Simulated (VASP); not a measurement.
# Al2O3 (P-3m1) in VASP: a series of runs, part 2 of 3

VASP 6.6.1.

## (4) Single point, PBEsol (volume scaled by 0.96)

Input file INCAR:

```
SYSTEM = Al2O3
PREC = Accurate
ENCUT = 520
EDIFF = 1E-6
ISMEAR = -1
SIGMA = 0.05
LREAL = .False.
LASPH = .True.
NELM = 80
ALGO = Normal
ISIF = 2
LWAVE = .False.
LCHARG = .False.
GGA = PS
NBANDS = 20
```

Input file KPOINTS:

```
Automatic mesh
0
Gamma
  10 10 4
  0 0 0
```

Input file POSCAR:

```
Al2O3
1.0
    2.9767007536      0.0000000000      0.0000000000
   -1.4883503768      2.5778984721      0.0000000000
    0.0000000000      0.0000000000      7.4722635069
Al O
2 3
Direct
    0.0000000000      0.0000000000      0.7220490000
    0.0000000000      0.0000000000      0.2779510000
    0.0000000000      0.0000000000      0.5000000000
    0.6666666667      0.3333333333      0.8005460000
    0.3333333333      0.6666666667      0.1994540000
```

Potentials or basis: VASP PAW PBE potentials, release 64 (Al, O).

Launch:

```
$ cat potpaw_PBE.64/Al/POTCAR potpaw_PBE.64/O/POTCAR > POTCAR
$ mpirun -np 1 vasp_std > vasp.out
```

OUTCAR:

```text
SYSTEM = Al2O3
   PREC = Accurate
   ENCUT = 520
   EDIFF = 1E-6
   ISMEAR = -1
   LREAL = .False.
   LASPH = .True.
   NELM = 80
   ISIF = 2
   GGA = PS

 ion  position               nearest neighbor table
   1  0.000  0.000  0.722-   3 1.66   4 1.82   4 1.82   4 1.82   2 3.32
   2  0.000  0.000  0.278-   3 1.66   5 1.82   5 1.82   5 1.82   1 3.32
   3  0.000  0.000  0.500-   1 1.66   2 1.66
   4  0.667  0.333  0.801-   1 1.82   1 1.82   1 1.82
   5  0.333  0.667  0.199-   2 1.82   2 1.82   2 1.82

  LATTYP: Found a hexagonal cell.
 ALAT       =     2.9767007536
 C/A-ratio  =     2.5102501479

  Lattice vectors:

 A1 = (   2.9767007536,   0.0000000000,   0.0000000000)
 A2 = (  -1.4883503768,   2.5778984721,   0.0000000000)
 A3 = (   0.0000000000,   0.0000000000,   7.4722635069)

Analysis of symmetry for initial positions (statically):
=====================================================================
 Subroutine PRICEL returns:
 Original cell was already a primitive cell.

 Routine SETGRP: Setting up the symmetry group for a
 hexagonal supercell.

 Subroutine GETGRP returns: Found 12 space group operations
 (whereof 12 operations were pure point group operations)
 out of a pool of 24 trial point group operations.

The static configuration has the point symmetry D_3d.

Analysis of symmetry for dynamics (positions and initial velocities):
=====================================================================
 Subroutine PRICEL returns:
 Original cell was already a primitive cell.

 Routine SETGRP: Setting up the symmetry group for a
 hexagonal supercell.

 Subroutine GETGRP returns: Found 12 space group operations
 (whereof 12 operations were pure point group operations)
[... 122 lines left out ...]
   EFERMI =   0.00;   METHOD = LEGACY
   ISMEAR =    -1;   SIGMA  =   0.05  broadening in eV -4-tet -1-fermi 0-gaus
   EFERMI_NEDOS =   21; number of points for ismear=-14 and -15
   IALGO  =     38    algorithm
   IMIX   =      4    mixing-type and parameters
     AMIX     =   0.40;   BMIX     =  1.00
     AMIX_MAG =   1.60;   BMIX_MAG =  1.00
  volume/ion in A,a.u.               =      11.47        77.39
  Fermi-wavevector in a.u.,A,eV,Ry     =   1.224600  2.314158 20.403905  1.499645
  Thomas-Fermi vector in A             =   2.359668
   LORBIT       =      0    0 simple, 1 ext, 2 COOP (PROOUT), +10 PAW based schemes
   GGA     = PS    functional components
   LHFCALC =     F    Hartree Fock is set to
   AEXX    =    0.0000 exact exchange contribution
   IVDW    =     0    specifies the selected vdW correction
   LEPSILON=     F    determine dielectric tensor
   LRPA    =     F    only Hartree local field effects (RPA)
 non-spin polarized calculation
  energy-cutoff  :      520.00
  volume of cell :       57.34
 maximum number of plane-waves:      1600
 NGX is ok and might be reduce to    24
   NGX = 11   NGY = 11   NGZ = 27

 number of electron      24.0000006 magnetization

 Free energy of the ion-electron system (eV)
  ---------------------------------------------------
  ext. energy  EPLUGINS =         0.00000000
  ---------------------------------------------------
  free energy    TOTEN  =       -37.72750799 eV

  energy without entropy =      -37.72750799  energy(sigma->0) =      -37.72750799

 E-fermi :   5.1694     XC(G=0): -10.1245

 val. band max:        4.0711874263   @ k =   0.0000   0.0000   0.0000
 cond. band min:       6.5541600944   @ k =   0.0000   0.0000   0.0000
 fundamental gap:      2.4829726681
 Fermi energy:         5.1694058272

 k-point     1 :       0.0000    0.0000    0.0000
  band No.  band energies     occupation
      1     -15.6738      2.00000
      2     -15.4543      2.00000
      3     -12.8364      2.00000
      4      -1.9083      2.00000
      5      -0.5903      2.00000
      6       0.2881      2.00000
[... 541 lines left out ...]
     19      15.3647      0.00000
     20      17.5846      0.00000

 [... further k-points ...]

------------------------ aborting loop because EDIFF is reached ----------------------------------------

  FORCE on cell =-STRESS in cart. coord.  units (eV):
  Direction    XX          YY          ZZ          XY          YZ          ZX
  --------------------------------------------------------------------------------------
  -------------------------------------------------------------------------------------
  Total        0.8487473      0.8487473      1.9909297      0.0000000     -0.0000000      0.0000000
  in kB       23.7156941     23.7156941     55.6305486      0.0000000     -0.0000000      0.0000000
  external PRESSURE =      34.3539790 kB  Pullay stress =       0.0000000 kB

 VOLUME and BASIS-vectors are now :
 -----------------------------------------------------------------------------
  energy-cutoff  :      520.00
  volume of cell :       57.34
      direct lattice vectors                 reciprocal lattice vectors
     2.976700754  0.000000000  0.000000000     0.335942402  0.193956436  0.000000000
    -1.488350377  2.577898472  0.000000000     0.000000000  0.387912872  0.000000000
     0.000000000  0.000000000  7.472263507     0.000000000  0.000000000  0.133828257

 POSITION                                       TOTAL-FORCE (eV/Angst)
 -----------------------------------------------------------------------------------
      0.00000      0.00000      5.39534        -0.000000      0.000000      0.313485
      0.00000      0.00000      2.07692        -0.000000      0.000000     -0.313485
      0.00000      0.00000      3.73613        -0.000000      0.000000      0.000000
      1.48835      0.85930      5.98189         0.000000      0.000000      0.152296
     -0.00000      1.71860      1.49037         0.000000     -0.000000     -0.152296
 -----------------------------------------------------------------------------------
    total drift:                                0.000000      0.000000     -0.000000

  FREE ENERGIE OF THE ION-ELECTRON SYSTEM (eV)
  ---------------------------------------------------
  free  energy   TOTEN  =       -37.7275079857 eV

  energy  without entropy=      -37.7275079857  energy(sigma->0) =      -37.72750799
```

It took 68 s on 1 thread of AMD EPYC 7R43 (Zen 3), shared host; peak memory 0.17 GiB.

What came out:

* Free energy: -37.7275 eV
* Pressure: 3.4 GPa
* Largest force: 0.313 eV/Å
* Band gap on the k mesh: 2.48 eV, direct

Forces on the atoms (eV/Å):
```
Al   0.000  0.000  0.313
Al   0.000  0.000 -0.313
O    0.000  0.000  0.000
O    0.000  0.000  0.152
O    0.000  0.000 -0.152
```

Caveat: the PAW data sets were made with another functional, which shifts forces and pressure a little. A k mesh can miss the band edges.

## (5) Single point, LDA (volume scaled by 0.98)

Input file INCAR:

```
ALGO = Normal ; EDIFF = 1E-7
ENCUT = 520 ; ISIF = 2
ISMEAR = -1 ; LASPH = T
LCHARG = F ; LREAL = F
LWAVE = F ; NBANDS = 20
NELM = 60 ; PREC = Accurate
SIGMA = 0.05
```

Input file KPOINTS:

```
k-points
0
Gamma
  10 10 4
```

Edit POSCAR of step 4 so:

```diff
@@ -2,5 +2,5 @@
 1.0
-    2.9767007536      0.0000000000      0.0000000000
-   -1.4883503768      2.5778984721      0.0000000000
-    0.0000000000      0.0000000000      7.4722635069
+    2.9972303731      0.0000000000      0.0000000000
+   -1.4986151865      2.5956776441      0.0000000000
+    0.0000000000      0.0000000000      7.5237979872
 Al O
```

Potentials or basis: VASP PAW LDA potentials, release 64 (Al, O).

Launch:

```
$ cat potpaw_LDA.64/Al/POTCAR potpaw_LDA.64/O/POTCAR > POTCAR
$ mpirun -np 1 vasp_std > vasp.out
```

Wall time 73 s (1 thread of AMD EPYC 7R43 (Zen 3), shared host); peak memory 0.14 GiB.

It converged, with:

- Free energy: -39.7288 eV
- Pressure: -4.4 GPa
- Largest force: 0.270 eV/Å
- Band gap on the k mesh: 2.33 eV, direct

Forces on the atoms (eV/Å):
```
Al   0.000  0.000  0.082
Al   0.000  0.000 -0.082
O    0.000  0.000  0.000
O    0.000  0.000 -0.270
O    0.000  0.000  0.270
```

Stress tensor (GPa, compression positive):
```
-4.95  0.00  0.00
 0.00 -4.95  0.00
 0.00  0.00 -3.36
```

Levels at points of the mesh, in eV from the valence-band top:
```tsv
k point	band 8	band 9	band 10	band 11	band 12	band 13	band 14	band 15	band 16	band 17
(0.00, 0.00, 0.00)	-3.73	-3.73	-2.35	0.00	0.00	2.33	4.35	7.29	10.45	10.46
(0.50, 0.00, 0.00)	-4.32	-3.61	-3.12	-1.81	-0.51	4.45	6.14	8.10	8.89	9.58
(0.00, 0.00, 0.50)	-3.72	-3.67	-3.17	0.00	0.00	3.27	3.41	8.07	8.65	11.87
(0.50, 0.00, 0.50)	-4.37	-3.50	-3.36	-1.73	-0.50	4.94	5.48	8.09	8.52	10.34
```

(Part 2 of 3 ends here.)
